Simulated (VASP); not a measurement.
# Rb2SbBr6 (Fm-3m) in VASP: single point with LDA

Aim: the single point of Rb2SbBr6 with LDA.

Program: VASP 6.6.1. These are calculated values, not measurements. Logs are shortened: lines on timing, memory, paths and dates and some standing lists are left out, and cuts for length are marked.

**1. The cell of the first run**

The structure is cubic, space group Fm-3m (No. 225). Conventional cell: a = 10.759 Å, b = 10.759 Å, c = 10.759 Å, α = 90.00°, β = 90.00°, γ = 90.00°. Within 5.0 Å of Rb (site symmetry -43m) lie 12 Br at 3.80 Å and 4 Sb at 4.66 Å. Within 3.5 Å of Sb (site symmetry m-3m) lie 6 Br at 2.69 Å. Within 3.5 Å of Br (site symmetry 4mm) lie 1 Sb at 2.69 Å.

**2. Single point, LDA**

File INCAR:

```
SYSTEM = Rb2SbBr6
  ALGO = Normal
  EDIFF = 1E-6
  ENCUT = 520
  GGA = CA
  ISIF = 2
  ISMEAR = 0
  LASPH = .TRUE.
  LCHARG = .FALSE.
  LREAL = .FALSE.
  LWAVE = .FALSE.
  NBANDS = 42
  NELM = 100
  PREC = Accurate
  SIGMA = 0.15
```

File KPOINTS:

```
k-points
0
G
  4 4 4
  0 0 0
```

File POSCAR:

```
Rb2SbBr6
1.0
    0.0000000000      5.3793850000      5.3793850000
    5.3793850000      0.0000000000      5.3793850000
    5.3793850000      5.3793850000      0.0000000000
Rb Sb Br
2 1 6
Direct
    0.7500000000      0.7500000000      0.7500000000
    0.2500000000      0.2500000000      0.2500000000
    0.5000000000      0.5000000000      0.5000000000
    0.7497970000      0.7497970000      0.2502030000
    0.2502030000      0.2502030000      0.7497970000
    0.2502030000      0.7497970000      0.2502030000
    0.7497970000      0.2502030000      0.7497970000
    0.2502030000      0.7497970000      0.7497970000
    0.7497970000      0.2502030000      0.2502030000
```

Potentials or basis: VASP PAW LDA potentials, release 64 (Rb_sv, Sb, Br).

Started as:

```
$ cat potpaw_LDA.64/Rb_sv/POTCAR potpaw_LDA.64/Sb/POTCAR potpaw_LDA.64/Br/POTCAR > POTCAR
$ mpirun -np 1 vasp_std > vasp.out
```

OUTCAR:

```text
SYSTEM = Rb2SbBr6
   EDIFF = 1E-6
   ENCUT = 520
   GGA = CA
   ISIF = 2
   ISMEAR = 0
   LASPH = .TRUE.
   LREAL = .FALSE.
   NELM = 100
   PREC = Accurate

 ion  position               nearest neighbor table
   1  0.750  0.750  0.750-   5 3.80   6 3.80   8 3.80   5 3.80   7 3.80   9 3.80   4 3.80   6 3.80
                             9 3.80   4 3.80   7 3.80   8 3.80   3 4.66   3 4.66   3 4.66   3 4.66
   2  0.250  0.250  0.250-   5 3.80   6 3.80   9 3.80   5 3.80   7 3.80   8 3.80   4 3.80   6 3.80
                             8 3.80   4 3.80   7 3.80   9 3.80   3 4.66   3 4.66   3 4.66   3 4.66
   3  0.500  0.500  0.500-   4 2.69   5 2.69   6 2.69   7 2.69   8 2.69   9 2.69   2 4.66   2 4.66
                             1 4.66   2 4.66   2 4.66   1 4.66   1 4.66   1 4.66
   4  0.750  0.750  0.250-   3 2.69   2 3.80   1 3.80   2 3.80   1 3.80
   5  0.250  0.250  0.750-   3 2.69   2 3.80   2 3.80   1 3.80   1 3.80
   6  0.250  0.750  0.250-   3 2.69   2 3.80   2 3.80   1 3.80   1 3.80
   7  0.750  0.250  0.750-   3 2.69   2 3.80   1 3.80   2 3.80   1 3.80
   8  0.250  0.750  0.750-   3 2.69   2 3.80   1 3.80   2 3.80   1 3.80
   9  0.750  0.250  0.250-   3 2.69   2 3.80   2 3.80   1 3.80   1 3.80

  LATTYP: Found a face centered cubic cell.
 ALAT       =    10.7587700000

  Lattice vectors:

 A1 = (   0.0000000000,   5.3793850000,   5.3793850000)
 A2 = (   5.3793850000,   0.0000000000,   5.3793850000)
 A3 = (   5.3793850000,   5.3793850000,   0.0000000000)

Analysis of symmetry for initial positions (statically):
=====================================================================
 Subroutine PRICEL returns:
 Original cell was already a primitive cell.

 Routine SETGRP: Setting up the symmetry group for a
 face centered cubic supercell.

 Subroutine GETGRP returns: Found 48 space group operations
 (whereof 48 operations were pure point group operations)
 out of a pool of 48 trial point group operations.

The static configuration has the point symmetry O_h .

Analysis of symmetry for dynamics (positions and initial velocities):
=====================================================================
 Subroutine PRICEL returns:
 Original cell was already a primitive cell.

 Routine SETGRP: Setting up the symmetry group for a
 face centered cubic supercell.

 Subroutine GETGRP returns: Found 48 space group operations
 (whereof 48 operations were pure point group operations)
 out of a pool of 48 trial point group operations.

The dynamic configuration has the point symmetry O_h .

 Subroutine INISYM returns: Found 48 space group operations
 (whereof 48 operations are pure point group operations),
 and found     1 'primitive' translations

----------------------------------------------------------------------------------------

                                     Primitive cell

  volume of cell :     311.3350

  direct lattice vectors                    reciprocal lattice vectors
     0.000000000  5.379385000  5.379385000    -0.092947428  0.092947428  0.092947428
     5.379385000  0.000000000  5.379385000     0.092947428 -0.092947428  0.092947428
     5.379385000  5.379385000  0.000000000     0.092947428  0.092947428 -0.092947428

  length of vectors
     7.607599224  7.607599224  7.607599224     0.160989668  0.160989668  0.160989668

  position of ions in fractional coordinates (direct lattice)
     0.750000000  0.750000000  0.750000000
     0.250000000  0.250000000  0.250000000
     0.500000000  0.500000000  0.500000000
     0.749797000  0.749797000  0.250203000
     0.250203000  0.250203000  0.749797000
     0.250203000  0.749797000  0.250203000
     0.749797000  0.250203000  0.749797000
     0.250203000  0.749797000  0.749797000
     0.749797000  0.250203000  0.250203000

  ion indices of the primitive-cell ions
   primitive index   ion index
                 1           1
                 2           2
                 3           3
                 4           4
                 5           5
                 6           6
                 7           7
                 8           8
                 9           9

----------------------------------------------------------------------------------------

 KPOINTS: k-points

Automatic generation of k-mesh.
 Grid dimensions read from file:
 generate k-points for:    4    4    4

 Generating k-lattice:

  Cartesian coordinates                     Fractional coordinates (reciprocal lattice)
    -0.023236857  0.023236857  0.023236857     0.250000000  0.000000000  0.000000000
     0.023236857 -0.023236857  0.023236857     0.000000000  0.250000000  0.000000000
     0.023236857  0.023236857 -0.023236857     0.000000000  0.000000000  0.250000000

  Length of vectors
     0.040247417  0.040247417  0.040247417

  Shift w.r.t. Gamma in fractional coordinates (k-lattice)
     0.000000000  0.000000000  0.000000000

 Subroutine IBZKPT returns following result:
 ===========================================

 Found      8 irreducible k-points:

 Following reciprocal coordinates:
            Coordinates               Weight
  0.000000  0.000000  0.000000      1.000000
  0.250000  0.000000  0.000000      8.000000
  0.500000  0.000000  0.000000      4.000000
  0.250000  0.250000  0.000000      6.000000
  0.500000  0.250000  0.000000     24.000000
 -0.250000  0.250000  0.000000     12.000000
  0.500000  0.500000  0.000000      3.000000
 -0.250000  0.500000  0.250000      6.000000
   k-points           NKPTS =      8   k-points in BZ     NKDIM =      8   number of bands    NBANDS=     42
   number of dos      NEDOS =    301   number of ions     NIONS =      9
   total plane-waves  NPLWV = 216000
   dimension x,y,z NGX =    60 NGY =   60 NGZ =   60
   dimension x,y,z NGXF=   120 NGYF=  120 NGZF=  120
   ions per type =               2   1   6
   NGX,Y,Z   is equivalent  to a cutoff of  13.11, 13.11, 13.11 a.u.
   NGXF,Y,Z  is equivalent  to a cutoff of  26.22, 26.22, 26.22 a.u.
 SYSTEM =  Rb2SbBr6
   PREC   = accura    normal or accurate (medium, high low for compatibility)
   ISTART =      0    job   : 0-new  1-cont  2-samecut
   ICHARG =      2    charge: 1-file 2-atom 10-const
   ISPIN  =      1    spin polarized calculation?
   LNONCOLLINEAR =      F non collinear calculations
   LSORBIT =      F    spin-orbit coupling
   LASPH  =      T    aspherical Exc in radial PAW
   ENCUT  =  520.0 eV  38.22 Ry    6.18 a.u.  14.15 14.15 14.15*2*pi/ulx,y,z
   NELM   =    100;   NELMIN=  2; NELMDL= -5     # of ELM steps
   EDIFF  = 0.1E-05   stopping-criterion for ELM
   LREAL  =      F    real-space projection
   EDIFFG = 0.1E-04   stopping-criterion for IOM
   NSW    =      0    number of steps for IOM
   IBRION =     -1    ionic relax: 0-MD 1-quasi-New 2-CG
   NFREE  =      0    steps in history (QN), initial steepest desc. (CG)
   ISIF   =      2    stress and relaxation
   ISYM   =      2    0-nonsym 1-usesym 2-fastsym
   POTIM  = 0.5000    time-step for ionic-motion
   TEBEG  =    0.0;   TEEND  =   0.0 temperature during run
   PSTRESS=    0.0 pullay stress
   NELECT =      65.0000    total number of electrons
   NUPDOWN=      -1.0000    fix difference up-down
   EMIN   =  10.00;   EMAX   =-10.00  energy-range for DOS
   EFERMI =   0.00;   METHOD = LEGACY
   ISMEAR =     0;   SIGMA  =   0.15  broadening in eV -4-tet -1-fermi 0-gaus
   EFERMI_NEDOS =   21; number of points for ismear=-14 and -15
   IALGO  =     38    algorithm
   IMIX   =      4    mixing-type and parameters
     AMIX     =   0.40;   BMIX     =  1.00
     AMIX_MAG =   1.60;   BMIX_MAG =  1.00
  volume/ion in A,a.u.               =      34.59       233.44
  Fermi-wavevector in a.u.,A,eV,Ry     =   0.971188  1.835279 12.833099  0.943206
  Thomas-Fermi vector in A             =   2.101385
   LORBIT       =      0    0 simple, 1 ext, 2 COOP (PROOUT), +10 PAW based schemes
   GGA     = CA    functional components
   LHFCALC =     F    Hartree Fock is set to
   AEXX    =    0.0000 exact exchange contribution
   IVDW    =     0    specifies the selected vdW correction
   LEPSILON=     F    determine dielectric tensor
   LRPA    =     F    only Hartree local field effects (RPA)
 non-spin polarized calculation
 Gauss-broadening in eV      SIGMA  =   0.15
  energy-cutoff  :      520.00
  volume of cell :      311.33
 maximum number of plane-waves:      8400
 NGX is ok and might be reduce to    60
   NGX = 29   NGY = 29   NGZ = 29

 number of electron      65.0000010 magnetization

 Free energy of the ion-electron system (eV)
  ---------------------------------------------------
  ext. energy  EPLUGINS =         0.00000000
  ---------------------------------------------------
  free energy    TOTEN  =       -29.50130139 eV

  energy without entropy =      -29.45974180  energy(sigma->0) =      -29.48052160

 E-fermi :   0.6819     XC(G=0):  -8.3937

 val. band max:        0.6204774829   @ k =  -0.2500   0.2500   0.0000
 cond. band min:       0.7667428062   @ k =   0.5000   0.2500   0.0000
 fundamental gap:      0.1462653232
 Fermi energy:         0.6819291115

 k-point     1 :       0.0000    0.0000    0.0000
  band No.  band energies     occupation
      1     -25.0882      2.00000
      2     -25.0861      2.00000
      3     -14.2411      2.00000
      4     -13.4828      2.00000
      5     -13.4828      2.00000
      6     -13.4828      2.00000
[... 34 lines left out ...]
     41       6.3045      0.00000
     42       6.3045      0.00000

 k-point     2 :       0.2500    0.0000    0.0000
  band No.  band energies     occupation
      1     -25.0879      2.00000
      2     -25.0864      2.00000
      3     -14.1929      2.00000
      4     -13.5623      2.00000
      5     -13.4549      2.00000
      6     -13.4549      2.00000
[... 259 lines left out ...]
     41       7.3045      0.00000
     42       7.4097      0.00000

 k-point     8 :      -0.2500    0.5000    0.2500
  band No.  band energies     occupation
      1     -25.0871      2.00000
      2     -25.0871      2.00000
      3     -14.0959      2.00000
      4     -13.5708      2.00000
      5     -13.4974      2.00000
      6     -13.4974      2.00000
[... 34 lines left out ...]
     41       7.2642      0.00000
     42       7.2648      0.00000

------------------------ aborting loop because EDIFF is reached ----------------------------------------

  FORCE on cell =-STRESS in cart. coord.  units (eV):
  Direction    XX          YY          ZZ          XY          YZ          ZX
  --------------------------------------------------------------------------------------
  -------------------------------------------------------------------------------------
  Total       -3.4929644     -3.4929644     -3.4929644      0.0000000      0.0000000     -0.0000000
  in kB      -17.9753296    -17.9753296    -17.9753296      0.0000000      0.0000000     -0.0000000
  external PRESSURE =     -17.9753296 kB  Pullay stress =       0.0000000 kB

 VOLUME and BASIS-vectors are now :
 -----------------------------------------------------------------------------
  energy-cutoff  :      520.00
  volume of cell :      311.33
      direct lattice vectors                 reciprocal lattice vectors
     0.000000000  5.379385000  5.379385000    -0.092947428  0.092947428  0.092947428
     5.379385000  0.000000000  5.379385000     0.092947428 -0.092947428  0.092947428
     5.379385000  5.379385000  0.000000000     0.092947428  0.092947428 -0.092947428

 POSITION                                       TOTAL-FORCE (eV/Angst)
 -----------------------------------------------------------------------------------
      8.06908      8.06908      8.06908        -0.000000     -0.000000      0.000000
      2.68969      2.68969      2.68969        -0.000000     -0.000000      0.000000
      5.37939      5.37939      5.37939         0.000000     -0.000000      0.000000
      5.37939      5.37939      8.06689         0.000000      0.000000     -0.062333
      5.37939      5.37939      2.69188         0.000000      0.000000      0.062333
      5.37939      2.69188      5.37939         0.000000      0.062333      0.000000
      5.37939      8.06689      5.37939         0.000000     -0.062333      0.000000
      8.06689      5.37939      5.37939        -0.062333      0.000000      0.000000
      2.69188      5.37939      5.37939         0.062333      0.000000      0.000000
 -----------------------------------------------------------------------------------
    total drift:                               -0.000000     -0.000000      0.000000

  FREE ENERGIE OF THE ION-ELECTRON SYSTEM (eV)
  ---------------------------------------------------
  free  energy   TOTEN  =       -29.5013013906 eV

  energy  without entropy=      -29.4597418021  energy(sigma->0) =      -29.48052160
```

It took 4.4 min on 1 thread of Intel Xeon 8259CL, shared host; peak memory 0.42 GiB.

What came out:

```yaml
Free_energy: -29.5013 eV
Pressure: -1.8 GPa
Largest_force: 0.062 eV/Å
Band_gap_on_the_k_mesh: zero (an odd number of electrons rules out a gap without spin polarisation)
```

Forces on the atoms (eV/Å):
```
Rb   0.000  0.000  0.000
Rb   0.000  0.000  0.000
Sb   0.000  0.000  0.000
Br   0.000  0.000 -0.062
Br   0.000  0.000  0.062
Br   0.000  0.062  0.000
Br   0.000 -0.062  0.000
Br  -0.062  0.000  0.000
Br   0.062  0.000  0.000
```

Caveat: spin-orbit coupling is left out, which moves the levels of the heavy elements; an odd number of electrons without spin polarisation forces a metal; a magnetic or distorted state may lie lower.
